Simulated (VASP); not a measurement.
A run of VASP 6.6.1:

Contents of INCAR:

```
PREC = Accurate ; ENCUT = 520
EDIFF = 1E-8 ; ISMEAR = -1
SIGMA = 0.05 ; LREAL = F
LASPH = T ; NELM = 80
ALGO = Normal ; ISIF = 2
LWAVE = F ; LCHARG = F
GGA = CA ; LEFG = T
NBANDS = 12
```

File KPOINTS:

```
regular mesh
0
Gamma
  13 13 13
```

POSCAR

```
As
1.0
    1.8734626231      1.0816441497      3.4741118193
   -1.8734626231      1.0816441497      3.4741118193
    0.0000000000     -2.1632882995      3.4741118193
As
2
Direct
    0.2275400000      0.2275400000      0.2275400000
    0.7724600000      0.7724600000      0.7724600000
```

Potentials or basis: VASP PAW LDA potentials, release 64 (As).

Run with:

```sh
$ cat potpaw_LDA.64/As/POTCAR > POTCAR
$ mpirun -np 1 vasp_std > vasp.out
```

Hardware: 1 thread of Intel(R) Xeon(R) 6975P-C (Granite Rapids), with other jobs on the host.

Task: Estimate the wall time of this run.

Result: It took 42 s on 1 thread of Intel(R) Xeon(R) 6975P-C (Granite Rapids) (shared host), peak memory 0.22 GiB. Counts: scf iterations 12, k points 231.
